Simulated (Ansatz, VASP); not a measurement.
## One calculation of Li2TiIrC6N6, two programs

```
Li Ti Ir C N
1.0
     0.00000    5.29910    5.29910
     5.29910    0.00000    5.29910
     5.29910    5.29910    0.00000
Li Ti Ir C N
2 1 1 6 6
Direct
  0.25000 0.25000 0.25000
  0.75000 0.75000 0.75000
  0.50000 0.50000 0.50000
  0.00000 0.00000 0.00000
  0.81027 0.18973 0.18973
  0.18973 0.81027 0.18973
  0.18973 0.18973 0.81027
  0.18973 0.81027 0.81027
  0.81027 0.18973 0.81027
  0.81027 0.81027 0.18973
  0.69903 0.30097 0.30097
  0.30097 0.69903 0.30097
  0.30097 0.30097 0.69903
  0.30097 0.69903 0.69903
  0.69903 0.30097 0.69903
  0.69903 0.69903 0.30097
```

Alike in both runs: functional PBE; k mesh 6 × 6 × 6; occupations gaussian, width 0.1 eV; collinear spin.

Ansatz relaxed the structure, and its values are those at the end. VASP's run is a single point on that final structure, the one shown.

```csv
,VASP,Ansatz
version,VASP 6.6.1,Ansatz 0.2.0
potentials or method,"VASP PAW PBE potentials, release 64 (Li_sv, Ti_sv, Ir, C, N), cutoff 520 eV","scalar-relativistic, plane waves, PAW"
valence electrons in the cell,81,89
```

```csv
,VASP,Ansatz,Ansatz less VASP
gap on the k mesh at the Fermi level (eV),none,none,-
rms of the force components (eV/Å),0.142,0.004,-0.1382
net moment per atom (μB),0.18,0.18,0.000
size of the moment on the site where the two differ most (μB),1.35,1.05,-0.293
```

Site moments also hang on the region over which each program counts them. A gap of «none» marks a metal or a gap that the smearing closes. One of these differences is far larger than is usual between the two programs; its cause wasn't traced. VASP's potentials hold 81 valence electrons a cell and Ansatz's 89, so a difference there can come from the potentials and not from the codes.

Spin-orbit coupling is off throughout. Noted on VASP's run: the cutoff is short for stress, so the pressure is rough; the standard files for N, O and F lose accuracy on very short bonds.
